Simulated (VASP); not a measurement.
# I (Fd-3m) in VASP: a series of runs

Runs on I. Level: PBE. Tasks: single point, relaxation of cell and atoms.

Everything below comes from runs of VASP 6.6.1. Logs are shortened: lines on timing, memory, paths and dates and some standing lists are left out, and cuts for length are marked.

## Step 1: The cell of the first run

Symmetry: Fd-3m, No. 227, cubic system. Conventional cell: a = 6.596 Å, b = 6.596 Å, c = 6.596 Å, α = 90.00°, β = 90.00°, γ = 90.00°. I (site symmetry -43m) has 4 I at 2.86 Å within 3.8 Å.

## Step 2: Single point, PBE

INCAR reads:

```
SYSTEM = I
PREC     = Accurate       ! precision mode
ENCUT    = 500            ! plane-wave cutoff, eV
EDIFF    = 1E-6           ! SCF threshold, eV
ISMEAR   = -1             ! smearing method
SIGMA    = 0.02           ! smearing width, eV
LREAL    = .False.        ! projectors in reciprocal space
LASPH    = .True.         ! aspherical terms in the spheres
NELM     = 120            ! most SCF steps
ALGO     = Normal         ! electronic algorithm
ISIF     = 2              ! what is computed and relaxed
LWAVE    = .False.        ! write WAVECAR
LCHARG   = .False.        ! write CHGCAR
GGA      = PE             ! functional
NBANDS   = 14             ! bands
GGA_COMPAT= .False.
```

KPOINTS reads:

```
regular mesh
0
Gamma
  6 6 6
  0 0 0
```

POSCAR reads:

```
I
1.0
    0.0000000000      3.2978245363      3.2978245363
    3.2978245363      0.0000000000      3.2978245363
    3.2978245363      3.2978245363      0.0000000000
I
2
Direct
    1.0000000000      1.0000000000      1.0000000000
    0.2500000000      0.2500000000      0.2500000000
```

Potentials or basis: VASP PAW PBE potentials, release 64 (I).

Launch:

```bash
> cat potpaw_PBE.64/I/POTCAR > POTCAR
> mpirun -np 1 vasp_std > vasp.out
```

OUTCAR:

```text
SYSTEM = I
   PREC = Accurate
   ENCUT = 500
   EDIFF = 1E-6
   ISMEAR = -1
   LREAL = .False.
   LASPH = .True.
   NELM = 120
   ISIF = 2
   GGA = PE

 ion  position               nearest neighbor table
   1  0.000  0.000  0.000-   2 2.86   2 2.86   2 2.86   2 2.86
   2  0.250  0.250  0.250-   1 2.86   1 2.86   1 2.86   1 2.86

  LATTYP: Found a face centered cubic cell.
 ALAT       =     6.5956490726

  Lattice vectors:

 A1 = (   0.0000000000,   3.2978245363,   3.2978245363)
 A2 = (   3.2978245363,   0.0000000000,   3.2978245363)
 A3 = (   3.2978245363,   3.2978245363,   0.0000000000)

Analysis of symmetry for initial positions (statically):
=====================================================================
 Subroutine PRICEL returns:
 Original cell was already a primitive cell.

 Routine SETGRP: Setting up the symmetry group for a
 face centered cubic supercell.

 Subroutine GETGRP returns: Found 48 space group operations
 (whereof 24 operations were pure point group operations)
 out of a pool of 48 trial point group operations.

The static configuration has the point symmetry T_d .
 The point group associated with its full space group is O_h .

Analysis of symmetry for dynamics (positions and initial velocities):
=====================================================================
 Subroutine PRICEL returns:
 Original cell was already a primitive cell.

 Routine SETGRP: Setting up the symmetry group for a
 face centered cubic supercell.

 Subroutine GETGRP returns: Found 48 space group operations
 (whereof 24 operations were pure point group operations)
 out of a pool of 48 trial point group operations.

The dynamic configuration has the point symmetry T_d .
 The point group associated with its full space group is O_h .

 Subroutine INISYM returns: Found 48 space group operations
 (whereof 24 operations are pure point group operations),
 and found     1 'primitive' translations

----------------------------------------------------------------------------------------

                                     Primitive cell

  volume of cell :      71.7319

  direct lattice vectors                    reciprocal lattice vectors
     0.000000000  3.297824536  3.297824536    -0.151615101  0.151615101  0.151615101
     3.297824536  0.000000000  3.297824536     0.151615101 -0.151615101  0.151615101
     3.297824536  3.297824536  0.000000000     0.151615101  0.151615101 -0.151615101

  length of vectors
     4.663828186  4.663828186  4.663828186     0.262605058  0.262605058  0.262605058

  position of ions in fractional coordinates (direct lattice)
     0.000000000  0.000000000  0.000000000
     0.250000000  0.250000000  0.250000000

  ion indices of the primitive-cell ions
   primitive index   ion index
                 1           1
                 2           2

----------------------------------------------------------------------------------------

 KPOINTS: regular mesh

Automatic generation of k-mesh.
 Grid dimensions read from file:
 generate k-points for:    6    6    6

 Generating k-lattice:

  Cartesian coordinates                     Fractional coordinates (reciprocal lattice)
    -0.025269183  0.025269183  0.025269183     0.166666667  0.000000000  0.000000000
     0.025269183 -0.025269183  0.025269183     0.000000000  0.166666667  0.000000000
     0.025269183  0.025269183 -0.025269183     0.000000000  0.000000000  0.166666667

  Length of vectors
     0.043767510  0.043767510  0.043767510

  Shift w.r.t. Gamma in fractional coordinates (k-lattice)
     0.000000000  0.000000000  0.000000000

 Subroutine IBZKPT returns following result:
 ===========================================

 Found     16 irreducible k-points:

 Following reciprocal coordinates:
            Coordinates               Weight
  0.000000  0.000000  0.000000      1.000000
  0.166667  0.000000  0.000000      8.000000
  0.333333  0.000000  0.000000      8.000000
  0.500000  0.000000  0.000000      4.000000
  0.166667  0.166667  0.000000      6.000000
  0.333333  0.166667  0.000000     24.000000
[... 8 lines left out ...]
 -0.333333  0.333333  0.166667     24.000000
 -0.333333  0.500000  0.166667     12.000000
   k-points           NKPTS =     16   k-points in BZ     NKDIM =     16   number of bands    NBANDS=     14
   number of dos      NEDOS =    301   number of ions     NIONS =      2
   total plane-waves  NPLWV =  46656
   dimension x,y,z NGX =    36 NGY =   36 NGZ =   36
   dimension x,y,z NGXF=    72 NGYF=   72 NGZF=   72
   ions per type =               2
   NGX,Y,Z   is equivalent  to a cutoff of  12.83, 12.83, 12.83 a.u.
   NGXF,Y,Z  is equivalent  to a cutoff of  25.66, 25.66, 25.66 a.u.
 SYSTEM =  I
   PREC   = accura    normal or accurate (medium, high low for compatibility)
   ISTART =      0    job   : 0-new  1-cont  2-samecut
   ICHARG =      2    charge: 1-file 2-atom 10-const
   ISPIN  =      1    spin polarized calculation?
   LNONCOLLINEAR =      F non collinear calculations
   LSORBIT =      F    spin-orbit coupling
   LASPH  =      T    aspherical Exc in radial PAW
   ENCUT  =  500.0 eV  36.75 Ry    6.06 a.u.   8.50  8.50  8.50*2*pi/ulx,y,z
   NELM   =    120;   NELMIN=  2; NELMDL= -5     # of ELM steps
   EDIFF  = 0.1E-05   stopping-criterion for ELM
   LREAL  =      F    real-space projection
   EDIFFG = 0.1E-04   stopping-criterion for IOM
   NSW    =      0    number of steps for IOM
   IBRION =     -1    ionic relax: 0-MD 1-quasi-New 2-CG
   NFREE  =      0    steps in history (QN), initial steepest desc. (CG)
   ISIF   =      2    stress and relaxation
   ISYM   =      2    0-nonsym 1-usesym 2-fastsym
   POTIM  = 0.5000    time-step for ionic-motion
   TEBEG  =    0.0;   TEEND  =   0.0 temperature during run
   PSTRESS=    0.0 pullay stress
   NELECT =      14.0000    total number of electrons
   NUPDOWN=      -1.0000    fix difference up-down
   EMIN   =  10.00;   EMAX   =-10.00  energy-range for DOS
   EFERMI =   0.00;   METHOD = LEGACY
   ISMEAR =    -1;   SIGMA  =   0.02  broadening in eV -4-tet -1-fermi 0-gaus
   EFERMI_NEDOS =   21; number of points for ismear=-14 and -15
   IALGO  =     38    algorithm
   IMIX   =      4    mixing-type and parameters
     AMIX     =   0.40;   BMIX     =  1.00
     AMIX_MAG =   1.60;   BMIX_MAG =  1.00
  volume/ion in A,a.u.               =      35.87       242.04
  Fermi-wavevector in a.u.,A,eV,Ry     =   0.949613  1.794508 12.269255  0.901765
  Thomas-Fermi vector in A             =   2.077912
   LORBIT       =      0    0 simple, 1 ext, 2 COOP (PROOUT), +10 PAW based schemes
   GGA     = PE    functional components
   LHFCALC =     F    Hartree Fock is set to
   AEXX    =    0.0000 exact exchange contribution
   IVDW    =     0    specifies the selected vdW correction
   LEPSILON=     F    determine dielectric tensor
   LRPA    =     F    only Hartree local field effects (RPA)
 non-spin polarized calculation
  energy-cutoff  :      500.00
  volume of cell :       71.73
 maximum number of plane-waves:      1853
 NGX is ok and might be reduce to    36
   NGX = 17   NGY = 17   NGZ = 17

 number of electron      14.0000000 magnetization

 Free energy of the ion-electron system (eV)
  ---------------------------------------------------
  ext. energy  EPLUGINS =         0.00000000
  ---------------------------------------------------
  free energy    TOTEN  =        -0.06338294 eV

  energy without entropy =       -0.05480542  energy(sigma->0) =       -0.05909418

 E-fermi :   5.8459     XC(G=0):  -8.5367

 val. band max:        5.8127504568   @ k =   0.5000   0.3333   0.1667
 cond. band min:       5.8602632215   @ k =   0.5000   0.3333   0.1667
 fundamental gap:      0.0475127646
 Fermi energy:         5.8458985278

 k-point     1 :       0.0000    0.0000    0.0000
  band No.  band energies     occupation
      1     -10.4784      2.00000
      2      -4.9409      2.00000
      3       0.8692      2.00000
      4       0.8692      2.00000
      5       0.8692      2.00000
      6       3.7052      2.00000
      7       3.7052      2.00000
      8       3.7052      2.00000
      9       9.2148      0.00000
     10      11.3285      0.00000
     11      11.3285      0.00000
     12      13.2263      0.00000
     13      13.2263      0.00000
     14      13.2263      0.00000

 k-point     2 :       0.1667    0.0000    0.0000
  band No.  band energies     occupation
      1     -10.2963      2.00000
      2      -5.4641      2.00000
      3       0.6511      2.00000
      4       0.6511      2.00000
      5       0.8613      2.00000
      6       4.0505      2.00000
      7       4.0505      2.00000
      8       4.1664      2.00000
      9       9.9351      0.00000
     10      10.9055      0.00000
     11      10.9055      0.00000
     12      12.8079      0.00000
     13      14.4493      0.00000
     14      14.4493      0.00000

 k-point     3 :       0.3333    0.0000    0.0000
  band No.  band energies     occupation
      1      -9.8252      2.00000
      2      -6.5018      2.00000
      3       0.3140      2.00000
      4       0.3140      2.00000
      5       0.6732      2.00000
      6       4.6061      2.00000
      7       4.6061      2.00000
      8       5.5287      2.00000
      9      10.7157      0.00000
     10      11.0341      0.00000
     11      11.0341      0.00000
     12      12.6777      0.00000
     13      14.8937      0.00000
     14      14.8937      0.00000
[... 188 lines left out ...]
 k-point    15 :      -0.3333    0.3333    0.1667
  band No.  band energies     occupation
      1      -8.9570      2.00000
      2      -7.7605      2.00000
      3      -0.8787      2.00000
      4      -0.3633      2.00000
      5       2.5707      2.00000
      6       4.2088      2.00000
      7       5.8616      0.62556
      8       6.0896      0.00001
      9       9.8133      0.00000
     10      10.9133      0.00000
     11      12.2094      0.00000
     12      13.7651      0.00000
     13      14.9295      0.00000
     14      16.0226      0.00000

 k-point    16 :      -0.3333    0.5000    0.1667
  band No.  band energies     occupation
      1      -8.3867      2.00000
      2      -8.3867      2.00000
      3      -0.7105      2.00000
      4      -0.7105      2.00000
      5       3.2646      2.00000
      6       3.2646      2.00000
      7       6.3191      0.00000
      8       6.3191      0.00000
      9      10.3657      0.00000
     10      10.3657      0.00000
     11      13.0692      0.00000
     12      13.0692      0.00000
     13      15.7597      0.00000
     14      15.7597      0.00000

------------------------ aborting loop because EDIFF is reached ----------------------------------------

  FORCE on cell =-STRESS in cart. coord.  units (eV):
  Direction    XX          YY          ZZ          XY          YZ          ZX
  --------------------------------------------------------------------------------------
  -------------------------------------------------------------------------------------
  Total        8.9300375      8.9300375      8.9300375      0.0000000      0.0000000      0.0000000
  in kB      199.4578964    199.4578964    199.4578964      0.0000000      0.0000000      0.0000000
  external PRESSURE =     199.4578964 kB  Pullay stress =       0.0000000 kB

 VOLUME and BASIS-vectors are now :
 -----------------------------------------------------------------------------
  energy-cutoff  :      500.00
  volume of cell :       71.73
      direct lattice vectors                 reciprocal lattice vectors
     0.000000000  3.297824536  3.297824536    -0.151615101  0.151615101  0.151615101
     3.297824536  0.000000000  3.297824536     0.151615101 -0.151615101  0.151615101
     3.297824536  3.297824536  0.000000000     0.151615101  0.151615101 -0.151615101

 POSITION                                       TOTAL-FORCE (eV/Angst)
 -----------------------------------------------------------------------------------
      0.00000      0.00000      0.00000        -0.000000     -0.000000     -0.000000
      1.64891      1.64891      1.64891         0.000000      0.000000      0.000000
 -----------------------------------------------------------------------------------
    total drift:                                0.000000      0.000000      0.000000

  FREE ENERGIE OF THE ION-ELECTRON SYSTEM (eV)
  ---------------------------------------------------
  free  energy   TOTEN  =        -0.0633829408 eV

  energy  without entropy=       -0.0548054152  energy(sigma->0) =       -0.05909418
```

It took 7.9 s on 1 thread of Intel Xeon 6975P-C (Granite Rapids), shared host; peak memory 0.19 GiB.

What came out:

* Free energy: -0.0634 eV
* Pressure: 19.9 GPa
* Band gap on the k mesh: zero (bands 7 and 8 overlap by 3.19 eV)

Levels at points of the mesh, in eV from the Fermi level:
```tsv
k point	band 4	band 5	band 6	band 7	band 8	band 9	band 10	band 11
(0.00, 0.00, 0.00)	-4.98	-4.98	-2.14	-2.14	-2.14	3.37	5.48	5.48
(0.50, 0.00, 0.00)	-5.67	-5.29	-1.02	-1.02	0.69	5.32	5.34	6.04
(0.50, 0.50, 0.00)	-6.41	-3.12	-3.12	1.05	1.05	4.78	4.78	7.37
```

Caveat: the cell stands under pressure; spin-orbit coupling is left out, which moves the levels of the heavy elements.

## Step 3: Single point, PBE

This run uses another cell than the first one, of 41.83 Å³/atom.

INCAR reads:

```
ALGO     = Normal         # electronic algorithm
EDIFF    = 1E-6           # SCF threshold, eV
ENCUT    = 500            # plane-wave cutoff, eV
GGA      = PE             # functional
GGA_COMPAT= F            
ISIF     = 2              # what is computed and relaxed
ISMEAR   = -1             # smearing method
LASPH    = T              # aspherical terms in the spheres
LCHARG   = F              # write CHGCAR
LREAL    = F              # projectors in reciprocal space
LWAVE    = F              # write WAVECAR
NBANDS   = 14             # bands
NELM     = 120            # most SCF steps
PREC     = Accurate       # precision mode
SIGMA    = 0.02           # smearing width, eV
```

KPOINTS reads:

```
k-points
0
Gamma
  6 6 6
```

POSCAR reads:

```
I
1.0
    0.0000000000      3.4713271787      3.4713271787
    3.4713271787      0.0000000000      3.4713271787
    3.4713271787      3.4713271787      0.0000000000
I
2
Direct
    1.0000000000      1.0000000000      1.0000000000
    0.2500000000      0.2500000000      0.2500000000
```

Potentials or basis: VASP PAW PBE potentials, release 64 (I).

Launch:

```bash
> cat potpaw_PBE.64/I/POTCAR > POTCAR
> mpirun -np 1 vasp_std > vasp.out
```

Wall time 6.9 s (1 thread of Intel Xeon 6975P-C (Granite Rapids), shared host); peak memory 0.19 GiB.

The run converged. Its results:

* Free energy: -1.1375 eV
* Pressure: 9.9 GPa
* Band gap on the k mesh: zero (bands 7 and 8 overlap by 2.43 eV)

Levels at points of the mesh, in eV from the Fermi level:
| k point | band 4 | band 5 | band 6 | band 7 | band 8 | band 9 | band 10 | band 11 |
| --- | --- | --- | --- | --- | --- | --- | --- | --- |
| (0.00, 0.00, 0.00) | -4.19 | -4.19 | -1.70 | -1.70 | -1.70 | 3.73 | 5.93 | 5.93 |
| (0.50, 0.00, 0.00) | -4.76 | -4.59 | -0.77 | -0.77 | 0.27 | 5.58 | 5.73 | 6.29 |
| (0.50, 0.50, 0.00) | -5.36 | -2.68 | -2.68 | 0.73 | 0.73 | 4.96 | 4.96 | 7.61 |

Caveat: the cell stands under pressure; spin-orbit coupling is left out, which moves the levels of the heavy elements.

## Step 4: Single point, PBE

This run uses another cell than the first one, of 47.19 Å³/atom.

INCAR reads:

```
SYSTEM = I
ALGO = Normal
EDIFF = 1E-6
ENCUT = 500
GGA = PE
GGA_COMPAT = .False.
ISIF = 2
ISMEAR = -1
LASPH = .True.
LCHARG = .False.
LREAL = .False.
LWAVE = .False.
NBANDS = 14
NELM = 120
PREC = Accurate
SIGMA = 0.02
```

KPOINTS reads:

```
k-points
0
Gamma
  6 6 6
  0 0 0
```

POSCAR reads:

```
I
1.0
    0.0000000000      3.6136920574      3.6136920574
    3.6136920574      0.0000000000      3.6136920574
    3.6136920574      3.6136920574      0.0000000000
I
2
Direct
    1.0000000000      1.0000000000      1.0000000000
    0.2500000000      0.2500000000      0.2500000000
```

Launch:

```bash
> cat potpaw_PBE.64/I/POTCAR > POTCAR
> mpirun -np 1 vasp_std > vasp.out
```

It took 10 s on 1 thread of Intel Xeon 6975P-C (Granite Rapids), shared host; peak memory 0.23 GiB.

It converged, with:

| Item | Value |
| --- | --- |
| Free energy | -1.6218 eV |
| Pressure | 5.0 GPa |
| Band gap on the k mesh | zero (bands 7 and 8 overlap by 1.94 eV) |

Levels at points of the mesh, in eV from the Fermi level:
| k point | band 4 | band 5 | band 6 | band 7 | band 8 | band 9 | band 10 | band 11 |
| --- | --- | --- | --- | --- | --- | --- | --- | --- |
| (0.00, 0.00, 0.00) | -3.61 | -3.61 | -1.38 | -1.38 | -1.38 | 3.99 | 6.28 | 6.28 |
| (0.50, 0.00, 0.00) | -4.09 | -4.01 | -0.60 | -0.60 | 0.06 | 5.81 | 6.00 | 6.51 |
| (0.50, 0.50, 0.00) | -4.60 | -2.33 | -2.33 | 0.55 | 0.55 | 5.19 | 5.19 | 7.80 |

Caveat: the cell stands under pressure; spin-orbit coupling is left out, which moves the levels of the heavy elements.

## Step 5: Single point, PBE

This run uses another cell than the first one, of 60.24 Å³/atom.

INCAR reads:

```
SYSTEM = I
PREC = Accurate
ENCUT = 500
EDIFF = 1E-6
ISMEAR = -1
SIGMA = 0.02
LREAL = .False.
LASPH = .True.
NELM = 120
ALGO = Normal
ISIF = 2
LWAVE = .False.
LCHARG = .False.
GGA = PE
NBANDS = 14
GGA_COMPAT = .False.
```

KPOINTS reads:

```
regular mesh
0
Gamma
  6 6 6
  0 0 0
```

POSCAR reads:

```
I
1.0
    0.0000000000      3.9200685946      3.9200685946
    3.9200685946      0.0000000000      3.9200685946
    3.9200685946      3.9200685946      0.0000000000
I
2
Direct
    1.0000000000      1.0000000000      1.0000000000
    0.2500000000      0.2500000000      0.2500000000
```

Launch:

```bash
> cat potpaw_PBE.64/I/POTCAR > POTCAR
> mpirun -np 1 vasp_std > vasp.out
```

Run time: 11 s. Hardware: 1 thread of Intel Xeon 6975P-C (Granite Rapids), shared host; peak memory 0.23 GiB.

Results (log left out):

```yaml
Free_energy: -1.9437 eV
Pressure: 0.0 GPa
Band_gap_on_the_k_mesh: zero (bands 7 and 8 overlap by 1.18 eV)
```

Levels at points of the mesh, in eV from the Fermi level:
| k point | band 4 | band 5 | band 6 | band 7 | band 8 | band 9 | band 10 | band 11 |
| --- | --- | --- | --- | --- | --- | --- | --- | --- |
| (0.00, 0.00, 0.00) | -2.57 | -2.57 | -0.86 | -0.86 | -0.86 | 4.42 | 6.91 | 6.91 |
| (0.50, 0.00, 0.00) | -2.91 | -2.90 | -0.34 | -0.34 | -0.15 | 6.22 | 6.37 | 6.94 |
| (0.50, 0.50, 0.00) | -3.26 | -1.70 | -1.70 | 0.32 | 0.32 | 5.71 | 5.71 | 8.16 |

Caveat: spin-orbit coupling is left out, which moves the levels of the heavy elements.

(Continued in part 2 of 2.)
